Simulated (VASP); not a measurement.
As: relaxation of cell and atoms with PBE

The system is As.

```
CELL_PARAMETERS angstrom
2.73774 0.00000 0.00000
0.00000 2.73774 0.00000
0.00000 0.00000 2.73774
ATOMIC_POSITIONS crystal
As 0.00000 0.00000 0.00000
```

```yaml
Program: VASP 6.6.1
Task: relaxation of cell and atoms
Functional: PBE
Potentials_or_basis: VASP PAW PBE potentials, release 64 (As)
Cutoff: 600 eV
k_mesh: 15 × 15 × 15
Occupations: fermi-dirac, width 0.05 eV
Spin: no spin polarisation
Dipole_correction: no
Further_INCAR_settings: ALGO = Normal; EDIFF = 1e-06; IBRION = 2; EDIFFG = -0.005; NSW = 60; ISIF = 3
```

```
Relaxed volume                         : 20.36 Å³/atom
Relaxed cell                           : a = 2.731 Å, b = 2.731 Å, c = 2.731 Å, α = 90.00°, β = 90.00°, γ = 90.00°
Space group after relaxing (to 0.05 Å) : Pm-3m (No. 221)
Energy gained by relaxing              : 0.3 meV/atom
Ionic steps                            : 3
Pressure after relaxing                : 0.0 GPa
```

The path:
```
step  energy change (eV)  largest force (eV/Å)  pressure (GPa)  volume (Å³)
   1              0.0000                0.0000           -0.59        20.52
   2             -0.0002                0.0000            0.27        20.29
   3             -0.0003                0.0000            0.01        20.36
```

Final structure:
```xyz
1
Lattice="2.7307 0.0000 0.0000 0.0000 2.7307 0.0000 0.0000 0.0000 2.7307" Properties=species:S:1:pos:R:3 pbc="T T T"
As    0.0000    0.0000    0.0000
```

Levels at points of the mesh, in eV from the Fermi level:
| k point | band 1 | band 2 | band 3 | band 4 | band 5 | band 6 |
| --- | --- | --- | --- | --- | --- | --- |
| (0.00, 0.00, 0.00) | -14.75 | 4.01 | 4.01 | 4.01 | 8.44 | 8.44 |

Run time: 20 s on 1 thread of AMD EPYC 9R45 (Zen 5) (shared host), peak memory 0.12 GiB.
